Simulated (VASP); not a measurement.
# ZrGa3 (I4/mmm) in VASP: notebook, part 2 of 3

VASP 6.6.1. The steps go on from the part before.

## Step 3: Electric field gradients, LDA (17.03 Å³/atom)

This run uses another cell than the first one, of 17.03 Å³/atom.

Contents of INCAR:

```
  PREC = Accurate
  ENCUT = 520
  EDIFF = 1E-8
  ISMEAR = -1
  SIGMA = 0.03
  LREAL = F
  LASPH = T
  NELM = 80
  ALGO = Normal
  ISIF = 2
  LWAVE = F
  LCHARG = F
  LEFG = T
  NBANDS = 34
```

Contents of KPOINTS:

```
Automatic mesh
0
Gamma
  12 12 12
```

Contents of POSCAR:

```
ZrGa3
1.0
   -1.9788594822      1.9788594822      4.3499029010
    1.9788594822     -1.9788594822      4.3499029010
    1.9788594822      1.9788594822     -4.3499029010
Zr Ga
1 3
Direct
    0.0000000000      0.0000000000      0.0000000000
    0.5000000000      0.5000000000      0.0000000000
    0.7500000000      0.2500000000      0.5000000000
    0.2500000000      0.7500000000      0.5000000000
```

Potentials or basis: VASP PAW LDA potentials, release 64 (Zr_sv, Ga_d).

The run is started by

```
$ cat potpaw_LDA.64/Zr_sv/POTCAR potpaw_LDA.64/Ga_d/POTCAR > POTCAR
$ mpirun -np 1 vasp_std > vasp.out
```

OUTCAR:

```text
PREC = Accurate
   ENCUT = 520
   EDIFF = 1E-8
   ISMEAR = -1
   LREAL = F
   LASPH = T
   NELM = 80
   ISIF = 2

 ion  position               nearest neighbor table
   1  0.000  0.000  0.000-   2 2.80   2 2.80   2 2.80   2 2.80   4 2.94   3 2.94   4 2.94   4 2.94
                             3 2.94   3 2.94   4 2.94   3 2.94
   2  0.500  0.500  0.000-   1 2.80   1 2.80   1 2.80   1 2.80
   3  0.750  0.250  0.500-   4 2.80   4 2.80   4 2.80   4 2.80   1 2.94   1 2.94   1 2.94   1 2.94

   4  0.250  0.750  0.500-   3 2.80   3 2.80   3 2.80   3 2.80   1 2.94   1 2.94   1 2.94   1 2.94

  LATTYP: Found a body centered tetragonal cell.
 ALAT       =     3.9577189644
 C/A-ratio  =     2.1981868547

  Lattice vectors:

 A1 = (  -1.9788594822,   1.9788594822,   4.3499029010)
 A2 = (   1.9788594822,  -1.9788594822,   4.3499029010)
 A3 = (   1.9788594822,   1.9788594822,  -4.3499029010)

Analysis of symmetry for initial positions (statically):
=====================================================================
 Subroutine PRICEL returns:
 Original cell was already a primitive cell.

 Routine SETGRP: Setting up the symmetry group for a
 body centered tetragonal supercell.

 Subroutine GETGRP returns: Found 16 space group operations
 (whereof 16 operations were pure point group operations)
 out of a pool of 16 trial point group operations.

The static configuration has the point symmetry D_4h.

Analysis of symmetry for dynamics (positions and initial velocities):
=====================================================================
 Subroutine PRICEL returns:
 Original cell was already a primitive cell.

 Routine SETGRP: Setting up the symmetry group for a
[... 171 lines left out ...]
      6      -7.1752      2.00000
[... 877 lines left out ...]
     33      14.4294      0.00000
     34      15.0626      0.00000

 [... further k-points ...]
[... 5 lines left out ...]
  --------------------------------------------------------------------------------------
  -------------------------------------------------------------------------------------
  Total       -3.1333778     -3.1333778      0.9754764      0.0000000     -0.0000000      0.0000000
  in kB      -73.6807219    -73.6807219     22.9381229      0.0000000     -0.0000000      0.0000000
  external PRESSURE =     -41.4744403 kB  Pullay stress =       0.0000000 kB

 VOLUME and BASIS-vectors are now :
 -----------------------------------------------------------------------------
  energy-cutoff  :      520.00
  volume of cell :       68.13
      direct lattice vectors                 reciprocal lattice vectors
    -1.978859482  1.978859482  4.349902901     0.000000000  0.252670796  0.114945094
     1.978859482 -1.978859482  4.349902901     0.252670796  0.000000000  0.114945094
     1.978859482  1.978859482 -4.349902901     0.252670796  0.252670796  0.000000000

 POSITION                                       TOTAL-FORCE (eV/Angst)
 -----------------------------------------------------------------------------------
      0.00000      0.00000      0.00000        -0.000000     -0.000000      0.000000
      0.00000      0.00000      4.34990        -0.000000     -0.000000      0.000000
     -0.00000      1.97886      2.17495         0.000000     -0.000000      0.000000
      1.97886     -0.00000      2.17495        -0.000000      0.000000     -0.000000
 -----------------------------------------------------------------------------------
    total drift:                               -0.000000     -0.000000      0.000000

  FREE ENERGIE OF THE ION-ELECTRON SYSTEM (eV)
  ---------------------------------------------------
  free  energy   TOTEN  =       -22.1733837087 eV

  energy  without entropy=      -22.1696798802  energy(sigma->0) =      -22.17153179

 Electric field gradients (V/A^2)
---------------------------------------------------------------------
 ion       V_xx      V_yy      V_zz      V_xy      V_xz      V_yz
---------------------------------------------------------------------
   1      23.614    23.614   -47.227    -0.000    -0.000    -0.000
   2     -48.519   -48.519    97.037    -0.002     0.000     0.000
   3      23.780    23.780   -47.561    -0.001     0.000     0.000
   4      23.780    23.780   -47.561    -0.001     0.000     0.000
---------------------------------------------------------------------

 Electric field gradients after diagonalization (V/A^2)
 (convention: |V_zz| > |V_xx| > |V_yy|)
----------------------------------------------------------------------
 ion       V_xx      V_yy      V_zz     asymmetry (V_yy - V_xx)/ V_zz
----------------------------------------------------------------------
   1      23.614    23.613   -47.227       0.000
   2     -48.520   -48.517    97.037       0.000
   3      23.782    23.779   -47.561       0.000
   4      23.782    23.779   -47.561       0.000
----------------------------------------------------------------------

           NMR quadrupolar parameters

 Cq : quadrupolar parameter    Cq=e*Q*V_zz/h
 eta: asymmetry parameters     (V_yy - V_xx)/ V_zz
 Q  : nuclear electric quadrupole moment in mb (millibarn)
----------------------------------------------------------------------
 ion       Cq(MHz)       eta       Q (mb)
----------------------------------------------------------------------
   1      -0.114       0.000       1.000
   2       0.235       0.000       1.000
   3      -0.115       0.000       1.000
   4      -0.115       0.000       1.000
----------------------------------------------------------------------
```

OSZICAR:

```text
N       E                     dE             d eps       ncg     rms          rms(c)
DAV:   1     0.463250659664E+03    0.46325E+03   -0.24346E+04 11856   0.272E+03
DAV:   2     0.375679293269E+02   -0.42568E+03   -0.40903E+03 11388   0.576E+02
DAV:   3    -0.195848358237E+02   -0.57153E+02   -0.55954E+02 12912   0.171E+02
DAV:   4    -0.228387815067E+02   -0.32539E+01   -0.32181E+01 17832   0.358E+01
DAV:   5    -0.229231513295E+02   -0.84370E-01   -0.84235E-01 15170   0.507E+00    0.135E+01
DAV:   6    -0.222539648246E+02    0.66919E+00   -0.15380E+00 12982   0.829E+00    0.525E+00
DAV:   7    -0.221865280315E+02    0.67437E-01   -0.28168E-01 17174   0.398E+00    0.173E+00
DAV:   8    -0.221739769603E+02    0.12551E-01   -0.23569E-02 13600   0.122E+00    0.263E-01
DAV:   9    -0.221733967325E+02    0.58023E-03   -0.31192E-03 14842   0.739E-01    0.871E-02
DAV:  10    -0.221733870796E+02    0.96529E-05   -0.50677E-04 15698   0.415E-01    0.331E-02
DAV:  11    -0.221733832730E+02    0.38066E-05   -0.60719E-05 16446   0.185E-01    0.743E-03
DAV:  12    -0.221733835986E+02   -0.32565E-06   -0.17460E-05 12934   0.398E-02    0.200E-03
DAV:  13    -0.221733836893E+02   -0.90692E-07   -0.14572E-06 17104   0.220E-02    0.124E-03
DAV:  14    -0.221733837050E+02   -0.15744E-07   -0.25488E-07 16062   0.111E-02    0.518E-04
DAV:  15    -0.221733837087E+02   -0.36198E-08   -0.38213E-08  9760   0.148E-03
   1 F= -.22173384E+02 E0= -.22171532E+02  d E =-.370383E-02
```

It took 16 min on 1 thread of Intel Xeon 8259CL, shared host; peak memory 0.43 GiB.

Results:

| Item | Value |
| --- | --- |
| Free energy | -22.1734 eV |
| Pressure | -4.1 GPa |
| Band gap on the k mesh | zero (an odd number of electrons rules out a gap without spin polarisation) |
| Largest electric field gradient by atom | Zr -47.2; Ga +97.0, -47.6 (each value once) V/Å² |

Electric field gradients, principal values (V/Å²):
| atom | least | middle | greatest (by size) |
| --- | --- | --- | --- |
| 1 Zr | 23.613 | 23.614 | -47.227 |
| 2 Ga | -48.517 | -48.520 | 97.037 |
| 3 Ga | 23.779 | 23.782 | -47.561 |
| 4 Ga | 23.779 | 23.782 | -47.561 |

Caveat: the stress differs along the axes, from -7 to 2 GPa; without QUAD_EFG the Cq values of the log hold for a quadrupole moment of 1 mb, not for the nuclei.

## Step 4: Electric field gradients, LDA

This run uses another cell than the first one, of 17.21 Å³/atom.

Contents of INCAR:

```
SYSTEM = ZrGa3
PREC = Accurate
ENCUT = 520
EDIFF = 1E-8
ISMEAR = -1
SIGMA = 0.03
LREAL = .False.
LASPH = .True.
NELM = 60
ALGO = Normal
ISIF = 2
LWAVE = .False.
LCHARG = .False.
GGA = CA
LEFG = .True.
NBANDS = 34
```

Contents of KPOINTS:

```
Automatic mesh
0
Gamma
  12 12 12
  0 0 0
```

Contents of POSCAR:

```
ZrGa3
1.0
   -1.9855000000      1.9855000000      4.3645000000
    1.9855000000     -1.9855000000      4.3645000000
    1.9855000000      1.9855000000     -4.3645000000
Zr Ga
1 3
Direct
    0.0000000000      0.0000000000      0.0000000000
    0.5000000000      0.5000000000      0.0000000000
    0.7500000000      0.2500000000      0.5000000000
    0.2500000000      0.7500000000      0.5000000000
```

Potentials or basis: VASP PAW LDA potentials, release 64 (Zr_sv, Ga_d).

The run is started by

```
$ cat potpaw_LDA.64/Zr_sv/POTCAR potpaw_LDA.64/Ga_d/POTCAR > POTCAR
$ mpirun -np 1 vasp_std > vasp.out
```

OUTCAR:

```text
SYSTEM = ZrGa3
   PREC = Accurate
   ENCUT = 520
   EDIFF = 1E-8
   ISMEAR = -1
   LREAL = .False.
   LASPH = .True.
   NELM = 60
   ISIF = 2
   GGA = CA

 ion  position               nearest neighbor table
   1  0.000  0.000  0.000-   2 2.81   2 2.81   2 2.81   2 2.81   4 2.95   3 2.95   4 2.95   4 2.95
                             3 2.95   3 2.95   4 2.95   3 2.95
   2  0.500  0.500  0.000-   1 2.81   1 2.81   1 2.81   1 2.81
   3  0.750  0.250  0.500-   4 2.81   4 2.81   4 2.81   4 2.81   1 2.95   1 2.95   1 2.95   1 2.95

   4  0.250  0.750  0.500-   3 2.81   3 2.81   3 2.81   3 2.81   1 2.95   1 2.95   1 2.95   1 2.95

  LATTYP: Found a body centered tetragonal cell.
 ALAT       =     3.9710000000
 C/A-ratio  =     2.1981868547

  Lattice vectors:

 A1 = (  -1.9855000000,   1.9855000000,   4.3645000000)
 A2 = (   1.9855000000,  -1.9855000000,   4.3645000000)
 A3 = (   1.9855000000,   1.9855000000,  -4.3645000000)

Analysis of symmetry for initial positions (statically):
=====================================================================
 Subroutine PRICEL returns:
 Original cell was already a primitive cell.

 Routine SETGRP: Setting up the symmetry group for a
 body centered tetragonal supercell.

 Subroutine GETGRP returns: Found 16 space group operations
 (whereof 16 operations were pure point group operations)
 out of a pool of 16 trial point group operations.

The static configuration has the point symmetry D_4h.

Analysis of symmetry for dynamics (positions and initial velocities):
=====================================================================
 Subroutine PRICEL returns:
 Original cell was already a primitive cell.

[... 171 lines left out ...]
      5      -7.3570      2.00000
      6      -7.2714      2.00000
[... 877 lines left out ...]
     33      14.2579      0.00000
     34      14.8935      0.00000

 [... further k-points ...]
[... 5 lines left out ...]
  --------------------------------------------------------------------------------------
  -------------------------------------------------------------------------------------
  Total       -3.5542226     -3.5542226      0.5264945      0.0000000      0.0000000      0.0000000
  in kB      -82.7410313    -82.7410313     12.2566036      0.0000000      0.0000000      0.0000000
  external PRESSURE =     -51.0751530 kB  Pullay stress =       0.0000000 kB

 VOLUME and BASIS-vectors are now :
 -----------------------------------------------------------------------------
  energy-cutoff  :      520.00
  volume of cell :       68.82
      direct lattice vectors                 reciprocal lattice vectors
    -1.985500000  1.985500000  4.364500000     0.000000000  0.251825737  0.114560660
     1.985500000 -1.985500000  4.364500000     0.251825737  0.000000000  0.114560660
     1.985500000  1.985500000 -4.364500000     0.251825737  0.251825737  0.000000000

 POSITION                                       TOTAL-FORCE (eV/Angst)
 -----------------------------------------------------------------------------------
      0.00000      0.00000      0.00000        -0.000000      0.000000     -0.000000
      0.00000      0.00000      4.36450        -0.000000      0.000000     -0.000000
      0.00000      1.98550      2.18225         0.000000      0.000000     -0.000000
      1.98550      0.00000      2.18225         0.000000     -0.000000      0.000000
 -----------------------------------------------------------------------------------
    total drift:                               -0.000000     -0.000000      0.000000

  FREE ENERGIE OF THE ION-ELECTRON SYSTEM (eV)
  ---------------------------------------------------
  free  energy   TOTEN  =       -22.1536253114 eV

  energy  without entropy=      -22.1498676243  energy(sigma->0) =      -22.15174647

 Electric field gradients (V/A^2)
---------------------------------------------------------------------
 ion       V_xx      V_yy      V_zz      V_xy      V_xz      V_yz
---------------------------------------------------------------------
   1      23.379    23.379   -46.759    -0.000    -0.000    -0.000
   2     -48.269   -48.269    96.538    -0.001     0.001     0.001
   3      23.538    23.538   -47.075    -0.001     0.001     0.001
   4      23.538    23.538   -47.075    -0.001     0.001     0.001
---------------------------------------------------------------------

 Electric field gradients after diagonalization (V/A^2)
 (convention: |V_zz| > |V_xx| > |V_yy|)
----------------------------------------------------------------------
 ion       V_xx      V_yy      V_zz     asymmetry (V_yy - V_xx)/ V_zz
----------------------------------------------------------------------
   1      23.380    23.379   -46.759       0.000
   2     -48.270   -48.268    96.538       0.000
   3      23.539    23.537   -47.075       0.000
   4      23.539    23.537   -47.075       0.000
----------------------------------------------------------------------

           NMR quadrupolar parameters

 Cq : quadrupolar parameter    Cq=e*Q*V_zz/h
 eta: asymmetry parameters     (V_yy - V_xx)/ V_zz
 Q  : nuclear electric quadrupole moment in mb (millibarn)
----------------------------------------------------------------------
 ion       Cq(MHz)       eta       Q (mb)
----------------------------------------------------------------------
   1      -0.113       0.000       1.000
   2       0.233       0.000       1.000
   3      -0.114       0.000       1.000
   4      -0.114       0.000       1.000
----------------------------------------------------------------------
```

OSZICAR:

```text
N       E                     dE             d eps       ncg     rms          rms(c)
DAV:   1     0.464542512309E+03    0.46454E+03   -0.24241E+04 11910   0.272E+03
DAV:   2     0.372087949248E+02   -0.42733E+03   -0.41094E+03 11412   0.581E+02
DAV:   3    -0.196082641664E+02   -0.56817E+02   -0.55673E+02 13090   0.170E+02
DAV:   4    -0.228303736917E+02   -0.32221E+01   -0.31890E+01 17902   0.356E+01
DAV:   5    -0.229144234993E+02   -0.84050E-01   -0.83909E-01 15256   0.502E+00    0.132E+01
DAV:   6    -0.222332474649E+02    0.68118E+00   -0.15872E+00 12868   0.823E+00    0.509E+00
DAV:   7    -0.221670992266E+02    0.66148E-01   -0.28347E-01 17180   0.397E+00    0.173E+00
DAV:   8    -0.221542747833E+02    0.12824E-01   -0.23788E-02 13838   0.135E+00    0.271E-01
DAV:   9    -0.221536328763E+02    0.64191E-03   -0.31459E-03 14736   0.834E-01    0.886E-02
DAV:  10    -0.221536272847E+02    0.55916E-05   -0.58116E-04 15010   0.433E-01    0.341E-02
DAV:  11    -0.221536250933E+02    0.21915E-05   -0.86908E-05 16052   0.216E-01    0.969E-03
DAV:  12    -0.221536250348E+02    0.58434E-07   -0.22765E-05 13998   0.606E-02    0.263E-03
DAV:  13    -0.221536252895E+02   -0.25469E-06   -0.31469E-06 15560   0.190E-02    0.153E-03
DAV:  14    -0.221536253012E+02   -0.11634E-07   -0.33194E-07 14070   0.163E-02    0.548E-04
DAV:  15    -0.221536253119E+02   -0.10687E-07   -0.11041E-07 11630   0.285E-03    0.111E-04
DAV:  16    -0.221536253114E+02    0.42564E-09   -0.48710E-09  6478   0.753E-04
   1 F= -.22153625E+02 E0= -.22151746E+02  d E =-.375769E-02
```

It took 15 min on 1 thread of Intel Xeon Platinum 8375C at 2.90GHz (Ice Lake), shared host; peak memory 0.43 GiB.

Results:

| Property | Result |
| --- | --- |
| Free energy | -22.1536 eV |
| Pressure | -5.1 GPa |
| Band gap on the k mesh | zero (an odd number of electrons rules out a gap without spin polarisation) |
| Largest electric field gradient by atom | Zr -46.8; Ga +96.5, -47.1 (each value once) V/Å² |

Stress tensor (GPa, compression positive):
```
-8.27  0.00  0.00
 0.00 -8.27  0.00
 0.00  0.00  1.23
```

Levels at points of the mesh, in eV from the Fermi level:
```tsv
k point	band 23	band 24	band 25	band 26	band 27	band 28	band 29	band 30
(0.00, 0.00, 0.00)	-1.62	-1.57	-1.57	-0.65	1.66	2.01	2.01	4.10
(0.50, 0.00, 0.00)	-3.68	-1.53	-0.22	0.60	2.35	2.50	2.50	3.50
(0.50, 0.50, 0.00)	-3.53	-2.33	-2.31	-1.21	2.69	2.74	2.90	3.88
(0.50, 0.50, 0.50)	-1.08	-1.08	0.07	1.28	1.28	1.73	3.49	4.71
```

Electric field gradients, principal values (V/Å²):
| atom | least | middle | greatest (by size) |
| --- | --- | --- | --- |
| 1 Zr | 23.379 | 23.380 | -46.759 |
| 2 Ga | -48.268 | -48.270 | 96.538 |
| 3 Ga | 23.537 | 23.539 | -47.075 |
| 4 Ga | 23.537 | 23.539 | -47.075 |

Caveat: the stress differs along the axes, from -8 to 1 GPa; without QUAD_EFG the Cq values of the log hold for a quadrupole moment of 1 mb, not for the nuclei.

(Continued in part 3 of 3.)
